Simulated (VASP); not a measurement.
# TiAl3 (I4/mmm) in VASP: a series of runs, part 2 of 2

VASP 6.6.1. Earlier steps stand in the parts before.

### Step 3. Relaxation of cell and atoms, PBE+D3(BJ)

INCAR reads:

```
SYSTEM = TiAl3
PREC = Accurate
ENCUT = 500
EDIFF = 1E-7
ISMEAR = 1
SIGMA = 0.1
LREAL = .False.
LASPH = .True.
NELM = 120
ALGO = Normal
ISIF = 3
LWAVE = .False.
LCHARG = .False.
GGA = PE
IVDW = 12
IBRION = 2
NSW = 80
EDIFFG = -0.005
GGA_COMPAT = .False.
NELMIN = 4
```

KPOINTS reads:

```
regular mesh
0
Gamma
  9 9 9
  0 0 0
```

POSCAR reads:

```
TiAl3
1.0
   -1.9111070000      1.9111070000      4.2806690000
    1.9111070000     -1.9111070000      4.2806690000
    1.9111070000      1.9111070000     -4.2806690000
Ti Al
1 3
Direct
    0.0000000000      0.0000000000      0.0000000000
    0.5000000000      0.5000000000      0.0000000000
    0.7500000000      0.2500000000      0.5000000000
    0.2500000000      0.7500000000      0.5000000000
```

Potentials or basis: VASP PAW PBE potentials, release 64 (Ti_sv, Al).

Command:

```console
> cat potpaw_PBE.64/Ti_sv/POTCAR potpaw_PBE.64/Al/POTCAR > POTCAR
> mpirun -np 1 vasp_std > vasp.out
```

OUTCAR:

```text
SYSTEM = TiAl3
   PREC = Accurate
   ENCUT = 500
   EDIFF = 1E-7
   ISMEAR = 1
   LREAL = .False.
   LASPH = .True.
   NELM = 120
   ISIF = 3
   GGA = PE
   IVDW = 12
   IBRION = 2
   NSW = 80
   EDIFFG = -0.005
   NELMIN = 4
 IVDW          = 12

 ion  position               nearest neighbor table
   1  0.000  0.000  0.000-   2 2.70   2 2.70   2 2.70   2 2.70   4 2.87   3 2.87   4 2.87   4 2.87
                             3 2.87   3 2.87   4 2.87   3 2.87
   2  0.500  0.500  0.000-   1 2.70   1 2.70   1 2.70   1 2.70   4 2.87   3 2.87   4 2.87   3 2.87
                             4 2.87   4 2.87   3 2.87   3 2.87
   3  0.750  0.250  0.500-   4 2.70   4 2.70   4 2.70   4 2.70   2 2.87   1 2.87   2 2.87   1 2.87
                             2 2.87   2 2.87   1 2.87   1 2.87
   4  0.250  0.750  0.500-   3 2.70   3 2.70   3 2.70   3 2.70   2 2.87   1 2.87   2 2.87   2 2.87
                             1 2.87   1 2.87   2 2.87   1 2.87

  LATTYP: Found a body centered tetragonal cell.
 ALAT       =     3.8222140000
 C/A-ratio  =     2.2398897602

  Lattice vectors:

 A1 = (  -1.9111070000,   1.9111070000,   4.2806690000)
 A2 = (   1.9111070000,  -1.9111070000,   4.2806690000)
 A3 = (   1.9111070000,   1.9111070000,  -4.2806690000)

Analysis of symmetry for initial positions (statically):
=====================================================================
 Subroutine PRICEL returns:
 Original cell was already a primitive cell.

 Routine SETGRP: Setting up the symmetry group for a
 body centered tetragonal supercell.

 Subroutine GETGRP returns: Found 16 space group operations
 (whereof 16 operations were pure point group operations)
 out of a pool of 16 trial point group operations.

The static configuration has the point symmetry D_4h.

Analysis of symmetry for dynamics (positions and initial velocities):
=====================================================================
 Subroutine PRICEL returns:
 Original cell was already a primitive cell.

 Routine SETGRP: Setting up the symmetry group for a
 body centered tetragonal supercell.

 Subroutine GETGRP returns: Found 16 space group operations
 (whereof 16 operations were pure point group operations)
 out of a pool of 16 trial point group operations.

The dynamic configuration has the point symmetry D_4h.

 Subroutine INISYM returns: Found 16 space group operations
 (whereof 16 operations are pure point group operations),
 and found     1 'primitive' translations

----------------------------------------------------------------------------------------

                                     Primitive cell

  volume of cell :      62.5377

  direct lattice vectors                    reciprocal lattice vectors
    -1.911107000  1.911107000  4.280669000     0.000000000  0.261628470  0.116804172
     1.911107000 -1.911107000  4.280669000     0.261628470  0.000000000  0.116804172
     1.911107000  1.911107000 -4.280669000     0.261628470  0.261628470  0.000000000

  length of vectors
     5.062488224  5.062488224  5.062488224     0.286518186  0.286518186  0.369998530

  position of ions in fractional coordinates (direct lattice)
     0.000000000  0.000000000  0.000000000
     0.500000000  0.500000000  0.000000000
     0.750000000  0.250000000  0.500000000
     0.250000000  0.750000000  0.500000000

  ion indices of the primitive-cell ions
   primitive index   ion index
                 1           1
                 2           2
                 3           3
                 4           4
[... 23 lines left out ...]
 ===========================================

 Found     75 irreducible k-points:

 Following reciprocal coordinates:
            Coordinates               Weight
  0.000000  0.000000  0.000000      1.000000
  0.111111  0.000000 -0.000000      8.000000
  0.222222  0.000000  0.000000      8.000000
  0.333333  0.000000 -0.000000      8.000000
  0.444444  0.000000  0.000000      8.000000
  0.111111  0.111111 -0.000000      8.000000
[... 16 lines left out ...]
 -0.333333  0.333333  0.000000      4.000000
  0.444444  0.444444 -0.000000      8.000000
 [... further k-points ...]
   k-points           NKPTS =     75   k-points in BZ     NKDIM =     75   number of bands    NBANDS=     14
   number of dos      NEDOS =    301   number of ions     NIONS =      4
   total plane-waves  NPLWV =  64000
   dimension x,y,z NGX =    40 NGY =   40 NGZ =   40
   dimension x,y,z NGXF=    80 NGYF=   80 NGZF=   80
   ions per type =               1   3
   NGX,Y,Z   is equivalent  to a cutoff of  13.14, 13.14, 13.14 a.u.
   NGXF,Y,Z  is equivalent  to a cutoff of  26.27, 26.27, 26.27 a.u.
 SYSTEM =  TiAl3
   PREC   = accura    normal or accurate (medium, high low for compatibility)
   ISTART =      0    job   : 0-new  1-cont  2-samecut
   ICHARG =      2    charge: 1-file 2-atom 10-const
   ISPIN  =      1    spin polarized calculation?
   LNONCOLLINEAR =      F non collinear calculations
   LSORBIT =      F    spin-orbit coupling
   LASPH  =      T    aspherical Exc in radial PAW
   ENCUT  =  500.0 eV  36.75 Ry    6.06 a.u.   9.23  9.23  9.23*2*pi/ulx,y,z
   NELM   =    120;   NELMIN=  4; NELMDL= -5     # of ELM steps
   EDIFF  = 0.1E-06   stopping-criterion for ELM
   LREAL  =      F    real-space projection
   EDIFFG = -.5E-02   stopping-criterion for IOM
   NSW    =     80    number of steps for IOM
   IBRION =      2    ionic relax: 0-MD 1-quasi-New 2-CG
   NFREE  =      1    steps in history (QN), initial steepest desc. (CG)
   ISIF   =      3    stress and relaxation
   ISYM   =      2    0-nonsym 1-usesym 2-fastsym
   POTIM  = 0.5000    time-step for ionic-motion
   TEBEG  =    0.0;   TEEND  =   0.0 temperature during run
   PSTRESS=    0.0 pullay stress
   NELECT =      21.0000    total number of electrons
   NUPDOWN=      -1.0000    fix difference up-down
   EMIN   =  10.00;   EMAX   =-10.00  energy-range for DOS
   EFERMI =   0.00;   METHOD = LEGACY
   ISMEAR =     1;   SIGMA  =   0.10  broadening in eV -4-tet -1-fermi 0-gaus
   EFERMI_NEDOS =   21; number of points for ismear=-14 and -15
   IALGO  =     38    algorithm
   IMIX   =      4    mixing-type and parameters
     AMIX     =   0.40;   BMIX     =  1.00
     AMIX_MAG =   1.60;   BMIX_MAG =  1.00
  volume/ion in A,a.u.               =      15.63       105.51
  Fermi-wavevector in a.u.,A,eV,Ry     =   1.137891  2.150302 17.616772  1.294796
  Thomas-Fermi vector in A             =   2.274596
   LORBIT       =      0    0 simple, 1 ext, 2 COOP (PROOUT), +10 PAW based schemes
   GGA     = PE    functional components
   LHFCALC =     F    Hartree Fock is set to
   AEXX    =    0.0000 exact exchange contribution
   IVDW    =    12    specifies the selected vdW correction
   LEPSILON=     F    determine dielectric tensor
   LRPA    =     F    only Hartree local field effects (RPA)
 conjugate gradient relaxation of ions
 non-spin polarized calculation
 Methfessel and Paxton  Order N= 1 SIGMA  =   0.10
  energy-cutoff  :      500.00
  volume of cell :       62.54
 maximum number of plane-waves:      1612
 NGX is ok and might be reduce to    40
   NGX = 19   NGY = 19   NGZ = 19

--------------------------------------- Ionic step        1  -------------------------------------------

 number of electron      20.9999999 magnetization

 Free energy of the ion-electron system (eV)
  ---------------------------------------------------
  ext. energy  EPLUGINS =         0.00000000
  ---------------------------------------------------
  free energy    TOTEN  =       -20.65187064 eV

  energy without entropy =      -20.65327226  energy(sigma->0) =      -20.65233785

------------------------ aborting loop because EDIFF is reached ----------------------------------------

 Edisp (eV)   -1.69992

 E8    (eV) :    -0.7756
[... 75 lines left out ...]
--------------------------------------- Ionic step        3  -------------------------------------------

 number of electron      21.0000000 magnetization

 Free energy of the ion-electron system (eV)
  ---------------------------------------------------
  ext. energy  EPLUGINS =         0.00000000
  ---------------------------------------------------
  free energy    TOTEN  =       -20.62265963 eV

  energy without entropy =      -20.62401440  energy(sigma->0) =      -20.62311122

 E-fermi :   8.5921     XC(G=0): -10.8843

 val. band max:        8.5899692417   @ k =   0.3333   0.0000  -0.0000
 cond. band min:       8.6018819268   @ k =  -0.2222   0.2222   0.2222
 fundamental gap:      0.0119126851
 Fermi energy:         8.5921266176

 k-point     1 :       0.0000    0.0000    0.0000
  band No.  band energies     occupation
      1     -47.7884      2.00000
      2     -24.1089      2.00000
      3     -24.1089      2.00000
      4     -24.0369      2.00000
      5      -1.6546      2.00000
      6       5.7065      2.00000
      7       5.9216      2.00000
      8       7.1405      2.00000
      9       7.3373      2.00000
     10       7.3373      2.00000
     11       9.4528     -0.00000
     12      10.3928     -0.00000
     13      10.3928     -0.00000
     14      10.8320      0.00000
[... 377 lines left out ...]
      1     -47.7856      2.00000
      2     -24.1353      2.00000
      3     -24.1346      2.00000
      4     -24.0328      2.00000
      5       2.6819      2.00000
      6       3.4781      2.00000
      7       3.5368      2.00000
      8       5.4292      2.00000
      9       5.4821      2.00000
     10       6.8950      2.00000
     11       7.5610      2.00000
     12      10.4847     -0.00000
     13      10.5303     -0.00000
     14      10.8862      0.00000

 [... further k-points ...]

------------------------ aborting loop because EDIFF is reached ----------------------------------------

 Edisp (eV)   -1.73999

 E8    (eV) :    -0.7942
[... 27 lines left out ...]
  FREE ENERGIE OF THE ION-ELECTRON SYSTEM (eV)
  ---------------------------------------------------
  free  energy   TOTEN  =       -22.3626482834 eV

  energy  without entropy=      -22.3640030532  energy(sigma->0) =      -22.36309987

 reached required accuracy - stopping structural energy minimisation
```

OSZICAR:

```text
N       E                     dE             d eps       ncg     rms          rms(c)
DAV:   1     0.113555074981E+03    0.11356E+03   -0.93173E+03  2100   0.135E+03
DAV:   2    -0.123842085160E+02   -0.12594E+03   -0.12463E+03  2130   0.333E+02
[... 32 lines left out ...]
DAV:   6    -0.206226465428E+02   -0.16346E-03   -0.73420E-04  3182   0.205E-01    0.108E-02
DAV:   7    -0.206226596447E+02   -0.13102E-04   -0.69333E-05  2860   0.569E-02    0.465E-03
DAV:   8    -0.206226597279E+02   -0.83204E-07   -0.35765E-06  2832   0.165E-02    0.260E-03
DAV:   9    -0.206226594930E+02    0.23490E-06   -0.74271E-07  2478   0.879E-03    0.233E-03
DAV:  10    -0.206226596757E+02   -0.18273E-06   -0.16173E-07  2088   0.437E-03    0.464E-04
DAV:  11    -0.206226596280E+02    0.47744E-07   -0.63385E-09  1146   0.842E-04
   3 F= -.22362648E+02 E0= -.22363100E+02  d E =-.108560E-01
```

CONTCAR:

```text
TiAl3
   1.00000000000000
    -1.8966209721923712    1.8966209721923712    4.2502167833056790
     1.8966209721923712   -1.8966209721923712    4.2502167833056790
     1.8966209721923712    1.8966209721923712   -4.2502167833056790
  Ti              Al
     1     3
Direct
     0.0000000000000000    0.0000000000000000    0.0000000000000000
     0.5000000000000000    0.5000000000000000    0.0000000000000000
     0.7500000000000000    0.2500000000000000    0.5000000000000000
     0.2500000000000000    0.7500000000000000    0.5000000000000000

  0.00000000E+00  0.00000000E+00  0.00000000E+00
  0.00000000E+00  0.00000000E+00  0.00000000E+00
  0.00000000E+00  0.00000000E+00  0.00000000E+00
  0.00000000E+00  0.00000000E+00  0.00000000E+00
```

Wall time 1.7 min (1 thread of Intel Xeon 6975P-C (Granite Rapids), shared host); peak memory 0.29 GiB.

What came out:

```yaml
Free_energy: -22.3626 eV
Relaxed_volume: 15.29 Å³/atom
Relaxed_cell: a = 5.026 Å, b = 5.026 Å, c = 5.026 Å, α = 135.66°, β = 135.66°, γ = 64.51°
Space_group_after_relaxing_to_0.1_Å: I4/mmm (No. 139)
Energy_gained_by_relaxing: 2.7 meV/atom
Ionic_steps: 3
Pressure_after_relaxing: 0.0 GPa
Band_gap_on_the_k_mesh: zero (an odd number of electrons rules out a gap without spin polarisation)
Dispersion_energy_per_atom: -0.435 eV
```

The path:
```
step  energy change (eV)  largest force (eV/Å)  pressure (GPa)  volume (Å³)
   1              0.0000                0.0000           -2.47        62.54
   2             -0.0073                0.0000            1.50        60.38
   3             -0.0109                0.0000            0.00        61.16
```

Final structure:
```yaml
crystal:
  lattice:
    - [-1.89662, 1.89662, 4.25022]
    - [1.89662, -1.89662, 4.25022]
    - [1.89662, 1.89662, -4.25022]
  atoms:
    - { symbol: Ti, position: [0.00000, 0.00000, 0.00000] }
    - { symbol: Al, position: [0.50000, 0.50000, 0.00000] }
    - { symbol: Al, position: [0.75000, 0.25000, 0.50000] }
    - { symbol: Al, position: [0.25000, 0.75000, 0.50000] }
```
